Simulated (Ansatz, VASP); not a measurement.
# SiO2: VASP beside Ansatz

```xyz
12
Lattice="4.9501 0.0000 0.0000 0.0000 4.9501 0.0000 0.0000 0.0000 6.8760" Properties=species:S:1:pos:R:3 pbc="T T T"
Si    1.5226    1.5226    0.0000
Si    0.9524    3.9977    1.7190
Si    3.4275    3.4275    3.4380
Si    3.9977    0.9524    5.1570
O     1.1656    0.6001    1.2905
O     1.8749    3.6406    3.0095
O     3.7845    4.3500    4.7285
O     3.0752    1.3095    6.4475
O     3.6406    1.8749    3.8665
O     4.3500    3.7845    2.1475
O     1.3095    3.0752    0.4285
O     0.6001    1.1656    5.5855
```

Alike in both runs: functional PBE; k mesh 5 × 5 × 4; occupations fermi-dirac, width 0.02 eV; no spin polarisation.

Ansatz relaxed the structure, and its values are those at the end. VASP's run is a single point on that final structure, the one shown.

|  | VASP | Ansatz |
| --- | --- | --- |
| version | VASP 6.6.1 | Ansatz 0.2.0 |
| potentials or method | VASP PAW PBE potentials, release 64 (Si, O) | plane-wave PAW, scalar-relativistic |
| plane-wave cutoff (eV) | 520 | 420 |
| valence electrons in the cell | 64 | 64 |

|  | VASP | Ansatz | Ansatz less VASP |
| --- | --- | --- | --- |
| gap on the k mesh at the Fermi level (eV) | 5.65 | 5.65 | -0.001 |
| pressure (GPa) | 1.7 | 1.6 | -0.13 |
| rms of the force components (eV/Å) | 0.013 | 0.010 | -0.0034 |

With one functional, cell and mesh, what is left measures potentials, basis and numerics. Ansatz's warnings: stress scf threshold loose.
